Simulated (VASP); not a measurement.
# Co3NiGe4 (R3) in VASP: single point with PBE

Aim: the single point of Co3NiGe4 with PBE.

Everything below comes from runs of VASP 6.6.1. Logs are shortened: lines on timing, memory, paths and dates and some standing lists are left out, and cuts for length are marked.

## 1. The cell of the first run

Symmetry: R3, No. 146, trigonal system. Conventional cell: a = 6.577 Å, b = 6.577 Å, c = 8.078 Å, α = 90.00°, β = 90.00°, γ = 120.00°. Co (site symmetry 1) has 7 Ge at 2.38 to 2.62 Å and 2 Ni at 2.83 to 2.85 Å and 4 Co at 2.85 to 2.89 Å within 3.1 Å. Within 3.2 Å of Ni (site symmetry 3) lie 7 Ge at 2.42 to 2.62 Å and 6 Co at 2.83 to 2.85 Å. Ge (site symmetry 3) has 6 Co at 2.42 to 2.61 Å and 1 Ni at 2.42 Å and 6 Ge at 2.87 to 2.91 Å within 3.2 Å. Ge (site symmetry 1) has 5 Co at 2.38 to 2.62 Å and 2 Ni at 2.42 to 2.62 Å and 6 Ge at 2.87 to 2.91 Å within 3.1 Å.

## 2. Single point, PBE

INCAR

```
SYSTEM = Co3NiGe4
  PREC = Accurate
  ENCUT = 520
  EDIFF = 1E-6
  ISMEAR = 0
  SIGMA = 0.1
  LREAL = .FALSE.
  LASPH = .TRUE.
  NELM = 60
  ALGO = Normal
  ISIF = 2
  LWAVE = .FALSE.
  LCHARG = .FALSE.
  GGA = PE
  NBANDS = 56
  KPAR = 4
```

KPOINTS

```
regular mesh
0
G
  12 12 12
  0 0 0
```

POSCAR

```
Co3NiGe4
1.0
    3.2884844558      1.8986073858      2.6927074099
   -3.2884844558      1.8986073858      2.6927074099
    0.0000000000     -3.7972147715      2.6927074099
Co Ni Ge
3 1 4
Direct
    0.8601797347      0.3660705094      0.1350305140
    0.1350305140      0.8601797347      0.3660705094
    0.3660705094      0.1350305140      0.8601797347
    0.6372625982      0.6372625982      0.6372625982
    0.3371375425      0.3371375425      0.3371375425
    0.1610403411      0.6601298874      0.8431488728
    0.8431488728      0.1610403411      0.6601298874
    0.6601298874      0.8431488728      0.1610403411
```

Potentials or basis: VASP PAW PBE potentials, release 64 (Co, Ni, Ge_d).

Launch:

```
$ cat potpaw_PBE.64/Co/POTCAR potpaw_PBE.64/Ni/POTCAR potpaw_PBE.64/Ge_d/POTCAR > POTCAR
$ mpirun -np 4 vasp_std > vasp.out
```

OUTCAR:

```text
SYSTEM = Co3NiGe4
   PREC = Accurate
   ENCUT = 520
   EDIFF = 1E-6
   ISMEAR = 0
   LREAL = .FALSE.
   LASPH = .TRUE.
   NELM = 60
   ISIF = 2
   GGA = PE

 ion  position               nearest neighbor table
   1  0.860  0.366  0.135-   6 2.38   8 2.41   7 2.41   5 2.42   8 2.61   5 2.61   7 2.62   4 2.83
                             3 2.85   2 2.85   4 2.85   3 2.89   2 2.89
   2  0.135  0.860  0.366-   7 2.38   6 2.41   8 2.41   5 2.42   6 2.61   5 2.61   8 2.62   4 2.83
                             3 2.85   1 2.85   4 2.85   3 2.89   1 2.89
   3  0.366  0.135  0.860-   8 2.38   7 2.41   6 2.41   5 2.42   7 2.61   5 2.61   6 2.62   4 2.83
                             2 2.85   1 2.85   4 2.85   2 2.89   1 2.89
   4  0.637  0.637  0.637-   8 2.42   6 2.42   7 2.42   5 2.42   8 2.62   6 2.62   7 2.62   1 2.83
                             2 2.83   3 2.83   1 2.85   2 2.85   3 2.85
   5  0.337  0.337  0.337-   3 2.42   1 2.42   2 2.42   4 2.42   3 2.61   1 2.61   2 2.61   6 2.87
                             7 2.87   8 2.87   6 2.91   7 2.91   8 2.91
   6  0.161  0.660  0.843-   1 2.38   2 2.41   3 2.41   4 2.42   2 2.61   3 2.62   4 2.62   5 2.87
                             8 2.89   7 2.89   8 2.89   7 2.89   5 2.91
   7  0.843  0.161  0.660-   2 2.38   3 2.41   1 2.41   4 2.42   3 2.61   1 2.62   4 2.62   5 2.87
                             8 2.89   6 2.89   8 2.89   6 2.89   5 2.91
   8  0.660  0.843  0.161-   3 2.38   1 2.41   2 2.41   4 2.42   1 2.61   2 2.62   4 2.62   5 2.87
                             7 2.89   6 2.89   7 2.89   6 2.89   5 2.91

  LATTYP: Found a trigonal (rhomboedric) cell.
 ALAT       =     4.6550524397
 COS(alpha) =     0.0019037430

  Lattice vectors:

 A1 = (   3.2884844558,   1.8986073858,   2.6927074099)
 A2 = (  -3.2884844558,   1.8986073858,   2.6927074099)
 A3 = (   0.0000000000,  -3.7972147715,   2.6927074099)

Analysis of symmetry for initial positions (statically):
=====================================================================
 Subroutine PRICEL returns:
 Original cell was already a primitive cell.

 Routine SETGRP: Setting up the symmetry group for a
 trigonal (rhombohedral) supercell.

 Subroutine GETGRP returns: Found  3 space group operations
 (whereof  3 operations were pure point group operations)
 out of a pool of 12 trial point group operations.

The static configuration has the point symmetry C_3 .

Analysis of symmetry for dynamics (positions and initial velocities):
=====================================================================
 Subroutine PRICEL returns:
 Original cell was already a primitive cell.

 Routine SETGRP: Setting up the symmetry group for a
 trigonal (rhombohedral) supercell.

 Subroutine GETGRP returns: Found  3 space group operations
 (whereof  3 operations were pure point group operations)
 out of a pool of 12 trial point group operations.

The dynamic configuration has the point symmetry C_3 .

 Subroutine INISYM returns: Found  3 space group operations
 (whereof  3 operations are pure point group operations),
 and found     1 'primitive' translations

----------------------------------------------------------------------------------------

                                     Primitive cell

  volume of cell :     100.8722

  direct lattice vectors                    reciprocal lattice vectors
     3.288484456  1.898607386  2.692707410     0.152045724  0.087783640  0.123791145
    -3.288484456  1.898607386  2.692707410    -0.152045724  0.087783640  0.123791145
     0.000000000 -3.797214772  2.692707410     0.000000000 -0.175567279  0.123791145

  length of vectors
     4.655052440  4.655052440  4.655052440     0.214821128  0.214821128  0.214821128

  position of ions in fractional coordinates (direct lattice)
     0.860179735  0.366070509  0.135030514
     0.135030514  0.860179735  0.366070509
     0.366070509  0.135030514  0.860179735
     0.637262598  0.637262598  0.637262598
     0.337137543  0.337137543  0.337137543
     0.161040341  0.660129887  0.843148873
     0.843148873  0.161040341  0.660129887
     0.660129887  0.843148873  0.161040341

  ion indices of the primitive-cell ions
   primitive index   ion index
                 1           1
                 2           2
                 3           3
                 4           4
                 5           5
                 6           6
                 7           7
                 8           8

----------------------------------------------------------------------------------------

 KPOINTS: regular mesh

Automatic generation of k-mesh.
 Grid dimensions read from file:
 generate k-points for:   12   12   12

 Generating k-lattice:

  Cartesian coordinates                     Fractional coordinates (reciprocal lattice)
     0.012670477  0.007315303  0.010315929     0.083333333  0.000000000  0.000000000
    -0.012670477  0.007315303  0.010315929     0.000000000  0.083333333  0.000000000
     0.000000000 -0.014630607  0.010315929    -0.000000000 -0.000000000  0.083333333

  Length of vectors
     0.017901761  0.017901761  0.017901761

  Shift w.r.t. Gamma in fractional coordinates (k-lattice)
     0.000000000  0.000000000  0.000000000

 Subroutine IBZKPT returns following result:
 ===========================================

 Found    294 irreducible k-points:

 Following reciprocal coordinates:
            Coordinates               Weight
  0.000000  0.000000  0.000000      1.000000
  0.083333  0.000000 -0.000000      6.000000
  0.166667  0.000000  0.000000      6.000000
  0.250000  0.000000  0.000000      6.000000
  0.333333  0.000000  0.000000      6.000000
  0.416667  0.000000  0.000000      6.000000
[... 16 lines left out ...]
 -0.250000  0.083333 -0.000000      6.000000
  0.250000  0.000000 -0.083333      6.000000
 [... further k-points ...]
   k-points           NKPTS =    294   k-points in BZ     NKDIM =    294   number of bands    NBANDS=     56
   number of dos      NEDOS =    301   number of ions     NIONS =      8
   total plane-waves  NPLWV =  46656
   dimension x,y,z NGX =    36 NGY =   36 NGZ =   36
   dimension x,y,z NGXF=    72 NGYF=   72 NGZF=   72
   ions per type =               3   1   4
   NGX,Y,Z   is equivalent  to a cutoff of  12.86, 12.86, 12.86 a.u.
   NGXF,Y,Z  is equivalent  to a cutoff of  25.71, 25.71, 25.71 a.u.
 SYSTEM =  Co3NiGe4
   PREC   = accura    normal or accurate (medium, high low for compatibility)
   ISTART =      0    job   : 0-new  1-cont  2-samecut
   ICHARG =      2    charge: 1-file 2-atom 10-const
   ISPIN  =      1    spin polarized calculation?
   LNONCOLLINEAR =      F non collinear calculations
   LSORBIT =      F    spin-orbit coupling
   LASPH  =      T    aspherical Exc in radial PAW
   ENCUT  =  520.0 eV  38.22 Ry    6.18 a.u.   8.66  8.66  8.66*2*pi/ulx,y,z
   NELM   =     60;   NELMIN=  2; NELMDL= -5     # of ELM steps
   EDIFF  = 0.1E-05   stopping-criterion for ELM
   LREAL  =      F    real-space projection
   EDIFFG = 0.1E-04   stopping-criterion for IOM
   NSW    =      0    number of steps for IOM
   IBRION =     -1    ionic relax: 0-MD 1-quasi-New 2-CG
   NFREE  =      0    steps in history (QN), initial steepest desc. (CG)
   ISIF   =      2    stress and relaxation
   ISYM   =      2    0-nonsym 1-usesym 2-fastsym
   POTIM  = 0.5000    time-step for ionic-motion
   TEBEG  =    0.0;   TEEND  =   0.0 temperature during run
   PSTRESS=    0.0 pullay stress
   NELECT =      93.0000    total number of electrons
   NUPDOWN=      -1.0000    fix difference up-down
   EMIN   =  10.00;   EMAX   =-10.00  energy-range for DOS
   EFERMI =   0.00;   METHOD = LEGACY
   ISMEAR =     0;   SIGMA  =   0.10  broadening in eV -4-tet -1-fermi 0-gaus
   EFERMI_NEDOS =   21; number of points for ismear=-14 and -15
   IALGO  =     38    algorithm
   IMIX   =      4    mixing-type and parameters
     AMIX     =   0.40;   BMIX     =  1.00
     AMIX_MAG =   1.60;   BMIX_MAG =  1.00
  volume/ion in A,a.u.               =      12.61        85.09
  Fermi-wavevector in a.u.,A,eV,Ry     =   1.593353  3.011001 34.542117  2.538774
  Thomas-Fermi vector in A             =   2.691596
   LORBIT       =      0    0 simple, 1 ext, 2 COOP (PROOUT), +10 PAW based schemes
   GGA     = PE    functional components
   LHFCALC =     F    Hartree Fock is set to
   AEXX    =    0.0000 exact exchange contribution
   IVDW    =     0    specifies the selected vdW correction
   LEPSILON=     F    determine dielectric tensor
   LRPA    =     F    only Hartree local field effects (RPA)
 non-spin polarized calculation
 Gauss-broadening in eV      SIGMA  =   0.10
  energy-cutoff  :      520.00
  volume of cell :      100.87
 maximum number of plane-waves:      2800
   NGX = 17   NGY = 17   NGZ = 17

 number of electron      92.9999962 magnetization

 Free energy of the ion-electron system (eV)
  ---------------------------------------------------
  ext. energy  EPLUGINS =         0.00000000
  ---------------------------------------------------
  free energy    TOTEN  =       -46.24969373 eV

  energy without entropy =      -46.22973255  energy(sigma->0) =      -46.23971314

 E-fermi :  10.1813     XC(G=0): -12.9833

 val. band max:       10.1793321411   @ k =  -0.1667   0.1667   0.0833
 cond. band min:      10.1834509563   @ k =  -0.4167   0.5000   0.1667
 fundamental gap:      0.0041188152
 Fermi energy:        10.1813123411

 k-point     1 :       0.0000    0.0000    0.0000
  band No.  band energies     occupation
      1     -14.9132      2.00000
      2     -14.8978      2.00000
      3     -14.8978      2.00000
      4     -14.8797      2.00000
      5     -14.8553      2.00000
      6     -14.8553      2.00000
[... 48 lines left out ...]
     55      13.2406      0.00000
     56      14.3663      0.00000

 k-point     2 :       0.0833    0.0000   -0.0000
  band No.  band energies     occupation
      1     -14.9131      2.00000
      2     -14.8990      2.00000
      3     -14.8967      2.00000
      4     -14.8787      2.00000
      5     -14.8563      2.00000
      6     -14.8541      2.00000
[... 1291 lines left out ...]
  band No.  band energies     occupation
      1     -14.9110      2.00000
      2     -14.9005      2.00000
      3     -14.8958      2.00000
      4     -14.8747      2.00000
      5     -14.8609      2.00000
      6     -14.8500      2.00000
[... 48 lines left out ...]
     55      14.1534      0.00000
     56      14.8506      0.00000

 [... further k-points ...]

------------------------ aborting loop because EDIFF is reached ----------------------------------------

  FORCE on cell =-STRESS in cart. coord.  units (eV):
  Direction    XX          YY          ZZ          XY          YZ          ZX
  --------------------------------------------------------------------------------------
  -------------------------------------------------------------------------------------
  Total        0.0951486      0.0951486      0.1012557     -0.0000001      0.0000000     -0.0000000
  in kB        1.5112677      1.5112677      1.6082691     -0.0000017      0.0000000     -0.0000000
  external PRESSURE =       1.5436015 kB  Pullay stress =       0.0000000 kB

 VOLUME and BASIS-vectors are now :
 -----------------------------------------------------------------------------
  energy-cutoff  :      520.00
  volume of cell :      100.87
      direct lattice vectors                 reciprocal lattice vectors
     3.288484456  1.898607386  2.692707410     0.152045724  0.087783640  0.123791145
    -3.288484456  1.898607386  2.692707410    -0.152045724  0.087783640  0.123791145
     0.000000000 -3.797214772  2.692707410     0.000000000 -0.175567279  0.123791145

 POSITION                                       TOTAL-FORCE (eV/Angst)
 -----------------------------------------------------------------------------------
      1.62487      1.81543      3.66553         0.000245     -0.011241     -0.003991
     -2.38464      0.49947      3.66553         0.009613      0.005833     -0.003991
      0.75977     -2.31489      3.66553        -0.009858      0.005408     -0.003991
      0.00000      0.00000      5.14789         0.000000      0.000000      0.009066
      0.00000      0.00000      2.72344         0.000000     -0.000000     -0.004231
     -1.64125     -1.64254      4.48152        -0.001220     -0.004603      0.002379
      2.24310     -0.60009      4.48152         0.004596      0.001245      0.002379
     -0.60186      2.24263      4.48152        -0.003377      0.003358      0.002379
 -----------------------------------------------------------------------------------
    total drift:                               -0.000000      0.000025      0.003130

  FREE ENERGIE OF THE ION-ELECTRON SYSTEM (eV)
  ---------------------------------------------------
  free  energy   TOTEN  =       -46.2496937340 eV

  energy  without entropy=      -46.2297325487  energy(sigma->0) =      -46.23971314
```

Wall time 7.2 min (4 MPI ranks of Intel Xeon Platinum 8259CL at 2.50GHz (Skylake/Cascade Lake), shared host); peak memory 1.3 GiB.

What came out:

```
Free energy            : -46.2497 eV
Pressure               : 0.2 GPa
Largest force          : 0.012 eV/Å
Band gap on the k mesh : zero (an odd number of electrons rules out a gap without spin polarisation)
```

Forces on the atoms (eV/Å):
```
Co   0.000 -0.011 -0.004
Co   0.010  0.006 -0.004
Co  -0.010  0.005 -0.004
Ni   0.000  0.000  0.009
Ge   0.000  0.000 -0.004
Ge  -0.001 -0.005  0.002
Ge   0.005  0.001  0.002
Ge  -0.003  0.003  0.002
```

Caveat: the run has no spin polarisation, though such a crystal can be magnetic. Spin polarisation is off, so any magnetic state and its effect on volume and gap are missing.
